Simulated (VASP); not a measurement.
A run of VASP 6.6.1 is set up as follows.

The input INCAR:

```
SYSTEM = NiSb
PREC = Accurate
ENCUT = 600
EDIFF = 1E-6
ISMEAR = 0
SIGMA = 0.1
LREAL = .FALSE.
LASPH = .TRUE.
NELM = 100
ALGO = Normal
ISIF = 4
LWAVE = .FALSE.
LCHARG = .FALSE.
GGA = PE
IBRION = 2
NSW = 50
EDIFFG = -0.01
```

Contents of KPOINTS:

```
regular mesh
0
G
  12 12 8
  0 0 0
```

File POSCAR:

```
NiSb
1.0
    4.0150272792      0.0000000000      0.0000000000
   -2.0075136396      3.4771156207      0.0000000000
    0.0000000000      0.0000000000      5.2079101597
Ni Sb
2 2
Direct
    0.0000000000      0.0000000000      0.0000000000
    0.0000000000      0.0000000000      0.5000000000
    0.3333333333      0.6666666667      0.2500000000
    0.6666666667      0.3333333333      0.7500000000
```

Potentials or basis: VASP PAW PBE potentials, release 64 (Ni, Sb).

The run is started by

```bash
$ cat potpaw_PBE.64/Ni/POTCAR potpaw_PBE.64/Sb/POTCAR > POTCAR
$ mpirun -np 1 vasp_std > vasp.out
```

**Question.** What does it give for the band gap on the k mesh?

**Answer.** Zero (bands 15 and 16 overlap by 3.10 eV).

Final structure:
```
Ni Sb
1.0
     4.01380    0.00000    0.00000
    -2.00690    3.47605    0.00000
     0.00000    0.00000    5.21110
Ni Sb
2 2
Cartesian
  4.0138 0.0000 0.0000
  4.0138 0.0000 2.6055
  0.0000 2.3174 1.3028
  2.0069 1.1587 3.9083
```

Caveat: spin-orbit coupling is left out, which moves the levels of the heavy elements. Spin polarisation is off, so any magnetic state and its effect on volume and gap are missing.
